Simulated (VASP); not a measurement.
# Si (a cell with a defect) in VASP: a series of runs

The runs below take Si (a cell with a defect) through single point, with PBE.

All numbers are computed with VASP 6.6.1; they aren't measurements. Logs are shortened: lines on timing, memory, paths and dates and some standing lists are left out, and cuts for length are marked.

## (1) The cell of the first run

The cell holds a defect, 17 atoms: a = 7.679 Å, b = 7.679 Å, c = 7.679 Å, α = 60.00°, β = 60.00°, γ = 60.00°.

## (2) Single point, PBE

Contents of INCAR:

```
ALGO = Normal ; EDIFF = 1E-6
ENCUT = 520 ; GGA = PE
ISIF = 2 ; ISMEAR = 0
LASPH = T ; LCHARG = F
LREAL = Auto ; LWAVE = F
NBANDS = 48 ; NELM = 100
PREC = Accurate ; SIGMA = 0.05
```

Contents of KPOINTS:

```
k-points
0
Gamma
  2 2 2
```

Contents of POSCAR:

```
Si
1.0
    0.0000000000      5.4300000000      5.4300000000
    5.4300000000      0.0000000000      5.4300000000
    5.4300000000      5.4300000000      0.0000000000
Si
17
Direct
    0.0034191431     -0.0032748099     -0.0033022745
    0.1321926184      0.1226046858      0.1223731589
    0.0035287312     -0.0030842721      0.5025904611
    0.1247872729      0.1261216457      0.6244028107
    0.0034291807      0.5028825028     -0.0031946774
    0.1247391372      0.6244505418      0.1262057617
   -0.0000276917      0.4999926332      0.5000633522
    0.1247883964      0.6246253538      0.6244929675
    0.5007291212     -0.0001454747     -0.0009209612
    0.6230632826      0.1226665329      0.1224907100
    0.4970353423     -0.0030772648      0.5026830107
    0.6232900257      0.1230786146      0.6304629274
    0.4970074155      0.5029210671     -0.0031348292
    0.6231118809      0.6312741646      0.1226753010
    0.4970052537      0.5032212897      0.5028310129
    0.6260866363      0.6246490235      0.6245506707
    0.7507069537      0.2498575659      0.2491151973
```

Potentials or basis: VASP PAW PBE potentials, release 64 (Si).

Started as:

```sh
> cat potpaw_PBE.64/Si/POTCAR > POTCAR
> mpirun -np 1 vasp_std > vasp.out
```

OUTCAR:

```text
EDIFF = 1E-6
   ENCUT = 520
   GGA = PE
   ISIF = 2
   ISMEAR = 0
   LASPH = T
   LREAL = Auto
   NELM = 100
   PREC = Accurate

 ion  position               nearest neighbor table
   1  0.003  0.997  0.997-   6 2.33   4 2.33   2 2.38  10 2.38  17 2.75
   2  0.132  0.123  0.122-   9 2.31   3 2.38   5 2.38   1 2.38  17 2.39
   3  0.004  0.997  0.503-   4 2.33   8 2.33   2 2.38  12 2.38  17 2.75
   4  0.125  0.126  0.624-  11 2.33   3 2.33   1 2.33   7 2.34
   5  0.003  0.503  0.997-   6 2.33   8 2.33   2 2.38  14 2.38  17 2.75
   6  0.125  0.624  0.126-  13 2.33   1 2.33   5 2.33   7 2.34
   7  1.000  0.500  0.500-   6 2.34   4 2.34   8 2.34  16 2.34
   8  0.125  0.625  0.624-  15 2.33   3 2.33   5 2.33   7 2.34
   9  0.501  1.000  0.999-   2 2.31  10 2.31  14 2.31  12 2.31
  10  0.623  0.123  0.122-   9 2.31  11 2.38  13 2.38   1 2.38  17 2.39
  11  0.497  0.997  0.503-   4 2.33  16 2.33  12 2.38  10 2.38  17 2.75
  12  0.623  0.123  0.630-   9 2.31  15 2.38  11 2.38   3 2.38  17 2.39
  13  0.497  0.503  0.997-   6 2.33  16 2.33  10 2.38  14 2.38  17 2.75
  14  0.623  0.631  0.123-   9 2.31  15 2.38  13 2.38   5 2.38  17 2.39
  15  0.497  0.503  0.503-   8 2.33  16 2.33  12 2.38  14 2.38  17 2.75
  16  0.626  0.625  0.625-  15 2.33  11 2.33  13 2.33   7 2.34
  17  0.751  0.250  0.249-  12 2.39  14 2.39  10 2.39   2 2.39   1 2.75   5 2.75  13 2.75   3 2.75
                            11 2.75  15 2.75

  LATTYP: Found a face centered cubic cell.
 ALAT       =    10.8600000000

  Lattice vectors:

 A1 = (   0.0000000000,   5.4300000000,   5.4300000000)
 A2 = (   5.4300000000,   0.0000000000,   5.4300000000)
 A3 = (   5.4300000000,   5.4300000000,   0.0000000000)

Analysis of symmetry for initial positions (statically):
=====================================================================
 Subroutine PRICEL returns:
 Original cell was already a primitive cell.

 Routine SETGRP: Setting up the symmetry group for a
 face centered cubic supercell.

 Subroutine GETGRP returns: Found  1 space group operations
 (whereof  1 operations were pure point group operations)
 out of a pool of 48 trial point group operations.

The static configuration has the point symmetry C_1 .

Analysis of symmetry for dynamics (positions and initial velocities):
=====================================================================
 Subroutine PRICEL returns:
 Original cell was already a primitive cell.

 Routine SETGRP: Setting up the symmetry group for a
 face centered cubic supercell.

 Subroutine GETGRP returns: Found  1 space group operations
 (whereof  1 operations were pure point group operations)
 out of a pool of 48 trial point group operations.

The dynamic configuration has the point symmetry C_1 .

 Subroutine INISYM returns: Found  1 space group operations
 (whereof  1 operations are pure point group operations),
 and found     1 'primitive' translations

----------------------------------------------------------------------------------------

                                     Primitive cell

  volume of cell :     320.2060

  direct lattice vectors                    reciprocal lattice vectors
     0.000000000  5.430000000  5.430000000    -0.092081031  0.092081031  0.092081031
     5.430000000  0.000000000  5.430000000     0.092081031 -0.092081031  0.092081031
     5.430000000  5.430000000  0.000000000     0.092081031  0.092081031 -0.092081031

  length of vectors
     7.679179644  7.679179644  7.679179644     0.159489025  0.159489025  0.159489025

  position of ions in fractional coordinates (direct lattice)
     0.003419143  0.996725190  0.996697725
     0.132192618  0.122604686  0.122373159
     0.003528731  0.996915728  0.502590461
     0.124787273  0.126121646  0.624402811
     0.003429181  0.502882503  0.996805323
     0.124739137  0.624450542  0.126205762
[... 9 lines left out ...]
     0.626086636  0.624649023  0.624550671
     0.750706954  0.249857566  0.249115197

  ion indices of the primitive-cell ions
   primitive index   ion index
                 1           1
                 2           2
                 3           3
                 4           4
                 5           5
                 6           6
[... 9 lines left out ...]
                16          16
                17          17

----------------------------------------------------------------------------------------

 KPOINTS: k-points

Automatic generation of k-mesh.
 Grid dimensions read from file:
 generate k-points for:    2    2    2

 Generating k-lattice:

  Cartesian coordinates                     Fractional coordinates (reciprocal lattice)
    -0.046040516  0.046040516  0.046040516     0.500000000  0.000000000  0.000000000
     0.046040516 -0.046040516  0.046040516     0.000000000  0.500000000  0.000000000
     0.046040516  0.046040516 -0.046040516     0.000000000  0.000000000  0.500000000

  Length of vectors
     0.079744512  0.079744512  0.079744512

  Shift w.r.t. Gamma in fractional coordinates (k-lattice)
     0.000000000  0.000000000  0.000000000

 Subroutine IBZKPT returns following result:
 ===========================================

 Found      8 irreducible k-points:

 Following reciprocal coordinates:
            Coordinates               Weight
  0.000000  0.000000  0.000000      1.000000
  0.500000  0.000000  0.000000      1.000000
  0.000000  0.500000  0.000000      1.000000
  0.000000  0.000000  0.500000      1.000000
  0.500000  0.500000  0.500000      1.000000
  0.500000  0.500000  0.000000      1.000000
  0.000000  0.500000  0.500000      1.000000
  0.500000  0.000000  0.500000      1.000000
   k-points           NKPTS =      8   k-points in BZ     NKDIM =      8   number of bands    NBANDS=     48
   number of dos      NEDOS =    301   number of ions     NIONS =     17
   total plane-waves  NPLWV = 216000
   dimension x,y,z NGX =    60 NGY =   60 NGZ =   60
   dimension x,y,z NGXF=   120 NGYF=  120 NGZF=  120
   ions per type =              17
   NGX,Y,Z   is equivalent  to a cutoff of  12.99, 12.99, 12.99 a.u.
   NGXF,Y,Z  is equivalent  to a cutoff of  25.98, 25.98, 25.98 a.u.
 SYSTEM =  unknown system
   PREC   = accura    normal or accurate (medium, high low for compatibility)
   ISTART =      0    job   : 0-new  1-cont  2-samecut
   ICHARG =      2    charge: 1-file 2-atom 10-const
   ISPIN  =      1    spin polarized calculation?
   LNONCOLLINEAR =      F non collinear calculations
   LSORBIT =      F    spin-orbit coupling
   LASPH  =      T    aspherical Exc in radial PAW
   ENCUT  =  520.0 eV  38.22 Ry    6.18 a.u.  14.28 14.28 14.28*2*pi/ulx,y,z
   NELM   =    100;   NELMIN=  2; NELMDL= -5     # of ELM steps
   EDIFF  = 0.1E-05   stopping-criterion for ELM
   LREAL  =      T    real-space projection
   EDIFFG = 0.1E-04   stopping-criterion for IOM
   NSW    =      0    number of steps for IOM
   IBRION =     -1    ionic relax: 0-MD 1-quasi-New 2-CG
   NFREE  =      0    steps in history (QN), initial steepest desc. (CG)
   ISIF   =      2    stress and relaxation
   ISYM   =      2    0-nonsym 1-usesym 2-fastsym
   POTIM  = 0.5000    time-step for ionic-motion
   TEBEG  =    0.0;   TEEND  =   0.0 temperature during run
   PSTRESS=    0.0 pullay stress
   NELECT =      68.0000    total number of electrons
   NUPDOWN=      -1.0000    fix difference up-down
   EMIN   =  10.00;   EMAX   =-10.00  energy-range for DOS
   EFERMI =   0.00;   METHOD = LEGACY
   ISMEAR =     0;   SIGMA  =   0.05  broadening in eV -4-tet -1-fermi 0-gaus
   EFERMI_NEDOS =   21; number of points for ismear=-14 and -15
   IALGO  =     38    algorithm
   IMIX   =      4    mixing-type and parameters
     AMIX     =   0.40;   BMIX     =  1.00
     AMIX_MAG =   1.60;   BMIX_MAG =  1.00
  volume/ion in A,a.u.               =      18.84       127.11
  Fermi-wavevector in a.u.,A,eV,Ry     =   0.976715  1.845724 12.979587  0.953973
  Thomas-Fermi vector in A             =   2.107356
   LORBIT       =      0    0 simple, 1 ext, 2 COOP (PROOUT), +10 PAW based schemes
   GGA     = PE    functional components
   LHFCALC =     F    Hartree Fock is set to
   AEXX    =    0.0000 exact exchange contribution
   IVDW    =     0    specifies the selected vdW correction
   LEPSILON=     F    determine dielectric tensor
   LRPA    =     F    only Hartree local field effects (RPA)
 non-spin polarized calculation
 Gauss-broadening in eV      SIGMA  =   0.05
  energy-cutoff  :      520.00
  volume of cell :      320.21
 maximum number of plane-waves:      8646
 NGX is ok and might be reduce to    60
   NGX = 29   NGY = 29   NGZ = 29

 number of electron      68.0000001 magnetization

 Free energy of the ion-electron system (eV)
  ---------------------------------------------------
  ext. energy  EPLUGINS =         0.00000000
  ---------------------------------------------------
  free energy    TOTEN  =       -87.99581453 eV

  energy without entropy =      -87.98589161  energy(sigma->0) =      -87.99085307

 E-fermi :   6.9099     XC(G=0):  -9.6744

 val. band max:        6.6776048750   @ k =   0.0000   0.0000   0.0000
 cond. band min:       6.9254198843   @ k =   0.0000   0.5000   0.5000
 fundamental gap:      0.2478150093
 Fermi energy:         6.9099316002

 k-point     1 :       0.0000    0.0000    0.0000
  band No.  band energies     occupation
      1      -6.3175      2.00000
      2      -3.7717      2.00000
      3      -3.6284      2.00000
      4      -3.6275      2.00000
      5      -3.6268      2.00000
      6      -2.8073      2.00000
[... 38 lines left out ...]
     45       8.1214      0.00000
     46       9.0619      0.00000

 k-point     2 :       0.5000    0.0000    0.0000
  band No.  band energies     occupation
      1      -5.9148      2.00000
      2      -4.9562      2.00000
      3      -3.5703      2.00000
      4      -3.4253      2.00000
      5      -3.4239      2.00000
      6      -2.9562      2.00000
[... 286 lines left out ...]
 k-point     8 :       0.5000    0.0000    0.5000
  band No.  band energies     occupation
      1      -5.7816      2.00000
      2      -4.7232      2.00000
      3      -3.9924      2.00000
      4      -3.8773      2.00000
      5      -3.8772      2.00000
      6      -3.6262      2.00000
[... 38 lines left out ...]
     45      10.1239      0.00000
     46      10.1247      0.00000
 [bands above 46 left out]

------------------------ aborting loop because EDIFF is reached ----------------------------------------

  FORCE on cell =-STRESS in cart. coord.  units (eV):
  Direction    XX          YY          ZZ          XY          YZ          ZX
  --------------------------------------------------------------------------------------
  -------------------------------------------------------------------------------------
  Total       10.6638176     10.6659414     10.6652541      0.0022004     -0.0046497      0.0004184
  in kB       53.3572953     53.3679219     53.3644829      0.0110097     -0.0232651      0.0020936
  external PRESSURE =      53.3632334 kB  Pullay stress =       0.0000000 kB

 VOLUME and BASIS-vectors are now :
 -----------------------------------------------------------------------------
  energy-cutoff  :      520.00
  volume of cell :      320.21
      direct lattice vectors                 reciprocal lattice vectors
     0.000000000  5.430000000  5.430000000    -0.092081031  0.092081031  0.092081031
     5.430000000  0.000000000  5.430000000     0.092081031 -0.092081031  0.092081031
     5.430000000  5.430000000  0.000000000     0.092081031  0.092081031 -0.092081031

 POSITION                                       TOTAL-FORCE (eV/Angst)
 -----------------------------------------------------------------------------------
     10.82429      5.43063      5.43078         0.015416     -0.002479     -0.000571
      1.33023      1.38229      1.38355         0.004300     -0.005628     -0.005036
      8.14232      2.74823      5.43241         0.001523     -0.016580     -0.002445
      4.07535      4.06810      1.36244         0.014979     -0.012974      0.011316
      8.14330      5.43127      2.74927        -0.000230     -0.002934     -0.014175
      4.07606      1.36263      4.06810         0.012609      0.011319     -0.012187
[... 9 lines left out ...]
      6.78315      6.79096      6.79149        -0.011750      0.016669      0.014257
      2.70942      5.42903      5.43307        -0.002216     -0.000429      0.000870
 -----------------------------------------------------------------------------------
    total drift:                               -0.001219     -0.002561     -0.001447

  FREE ENERGIE OF THE ION-ELECTRON SYSTEM (eV)
  ---------------------------------------------------
  free  energy   TOTEN  =       -87.9958145302 eV

  energy  without entropy=      -87.9858916053  energy(sigma->0) =      -87.99085307
```

Run time: 2.4 min. Hardware: 1 thread of Intel Xeon Platinum 8488C (Sapphire Rapids), shared host; peak memory 0.46 GiB.

What came out:

```
Free energy            : -87.9958 eV
Pressure               : 5.3 GPa
Largest force          : 0.025 eV/Å
Band gap on the k mesh : zero (band 34 reaches 6.93 eV, above the bottom of band 35 at 6.67 eV)
```

Forces in eV/Å, atoms in the order of the input:
```
Si   0.015 -0.002 -0.001
Si   0.004 -0.006 -0.005
Si   0.002 -0.017 -0.002
Si   0.015 -0.013  0.011
Si   0.000 -0.003 -0.014
Si   0.013  0.011 -0.012
Si  -0.001  0.000  0.001
Si  -0.010 -0.014 -0.016
Si  -0.002  0.000  0.001
Si   0.001  0.003  0.003
Si   0.000  0.002  0.019
Si   0.005  0.008 -0.006
Si  -0.002  0.015  0.003
Si  -0.001 -0.001  0.002
Si  -0.023  0.001  0.001
Si  -0.012  0.017  0.014
Si  -0.002  0.000  0.001
```

Levels at points of the mesh, in eV from the Fermi level:
```
           k point  band 30  band 31  band 32  band 33  band 34  band 35  band 36  band 37  band 38  band 39
(0.00, 0.00, 0.00)    -1.75    -0.82    -0.82    -0.82    -0.24    -0.24    -0.23     0.09     0.09     0.41
(0.50, 0.00, 0.00)    -1.58    -1.57    -1.43    -1.43    -0.34     0.54     0.54     0.90     0.90     1.29
(0.00, 0.50, 0.00)    -1.58    -1.57    -1.43    -1.43    -0.35     0.54     0.54     0.90     0.90     1.29
(0.00, 0.00, 0.50)    -1.58    -1.58    -1.43    -1.43    -0.35     0.54     0.54     0.90     0.90     1.29
(0.50, 0.50, 0.50)    -1.58    -1.57    -1.43    -1.43    -0.35     0.54     0.54     0.90     0.90     1.29
(0.50, 0.50, 0.00)    -2.02    -2.02    -1.89    -0.99     0.02     0.72     1.02     1.03     1.15     1.90
(0.00, 0.50, 0.50)    -2.02    -2.02    -1.89    -0.99     0.02     0.72     1.02     1.03     1.15     1.90
(0.50, 0.00, 0.50)    -2.02    -2.02    -1.89    -0.99     0.02     0.72     1.02     1.03     1.15     1.90
```

Caveat: the k points lie up to 0.50 Å⁻¹ apart.

## (3) Single point, PBE

Contents of INCAR:

```
SYSTEM = Si
PREC = Accurate
ENCUT = 520
EDIFF = 1E-6
ISMEAR = 0
SIGMA = 0.05
LREAL = Auto
LASPH = .True.
NELM = 80
ALGO = Normal
ISIF = 2
LWAVE = .False.
LCHARG = .False.
GGA = PE
NBANDS = 48
```

Contents of KPOINTS:

```
Automatic mesh
0
Gamma
  2 2 2
  0 0 0
```

Contents of POSCAR:

```
Si
1.0
    0.0000000000      5.4300000000      5.4300000000
    5.4300000000      0.0000000000      5.4300000000
    5.4300000000      5.4300000000      0.0000000000
Si
17
Direct
    0.0004288210      0.0003386468      0.0005242353
    0.1250742278      0.1251873896      0.1248990098
    0.0004002920      0.0003183641      0.4987719161
    0.1219664849      0.1215403321      0.6282570219
    0.0002834933      0.4990853960      0.0003120896
    0.1216902745      0.6280884736      0.1221966402
   -0.0068620191      0.5020234171      0.5023973212
    0.1216191859      0.6280760987      0.6280318752
    0.4989605652      0.0002694994      0.0003778969
    0.6281573714      0.1214081630      0.1223415262
    0.5024181249     -0.0077539554      0.5026398770
    0.6281285152      0.1213529210      0.6280845227
    0.5018970569      0.5017418654     -0.0056990863
    0.6280709457      0.6280730150      0.1218543940
    0.5017865253      0.5016420356      0.5019065580
    0.6245836537      0.6237715112      0.6256537978
    0.3746105416      0.3738065167      0.3756316943
```

Potentials or basis: VASP PAW PBE potentials, release 64 (Si).

Started as:

```sh
> cat potpaw_PBE.64/Si/POTCAR > POTCAR
> mpirun -np 1 vasp_std > vasp.out
```

Wall time 2.8 min (1 thread of Intel Xeon Platinum 8488C (Sapphire Rapids), shared host); peak memory 0.46 GiB.

The run converged. Its results:

```
Free energy            : -87.9957 eV
Pressure               : 5.3 GPa
Largest force          : 0.030 eV/Å
Band gap on the k mesh : zero (band 34 reaches 6.93 eV, above the bottom of band 35 at 6.67 eV)
```

Forces in eV/Å, atoms in the order of the input:
```
Si   0.015  0.015  0.014
Si  -0.001  0.000 -0.003
Si  -0.015 -0.016  0.015
Si   0.002 -0.002  0.018
Si  -0.018  0.018 -0.015
Si  -0.004  0.018 -0.001
Si  -0.007  0.006 -0.003
Si  -0.019  0.004  0.000
Si   0.017 -0.017 -0.013
Si   0.016 -0.006  0.002
Si   0.012 -0.013  0.007
Si   0.006 -0.017  0.003
Si  -0.011 -0.007  0.004
Si   0.000  0.001 -0.027
Si   0.010  0.014  0.008
Si  -0.002  0.001 -0.005
Si  -0.001  0.000 -0.004
```

Levels at points of the mesh, in eV from the Fermi level:
```tsv
k point	band 31	band 32	band 33	band 34	band 35	band 36	band 37	band 38
(0.00, 0.00, 0.00)	-0.82	-0.82	-0.82	-0.24	-0.24	-0.23	0.09	0.09
(0.50, 0.00, 0.00)	-1.57	-1.43	-1.43	-0.34	0.53	0.55	0.90	0.90
(0.00, 0.50, 0.00)	-1.57	-1.43	-1.43	-0.34	0.54	0.55	0.89	0.90
(0.00, 0.00, 0.50)	-1.57	-1.43	-1.43	-0.35	0.53	0.54	0.90	0.90
(0.50, 0.50, 0.50)	-1.57	-1.43	-1.43	-0.35	0.53	0.54	0.90	0.90
(0.50, 0.50, 0.00)	-2.02	-1.89	-0.99	0.02	0.72	1.02	1.03	1.15
(0.00, 0.50, 0.50)	-2.02	-1.89	-0.99	0.02	0.72	1.02	1.03	1.15
(0.50, 0.00, 0.50)	-2.02	-1.89	-0.99	0.02	0.72	1.02	1.03	1.15
```

Caveat: the k points lie up to 0.50 Å⁻¹ apart.
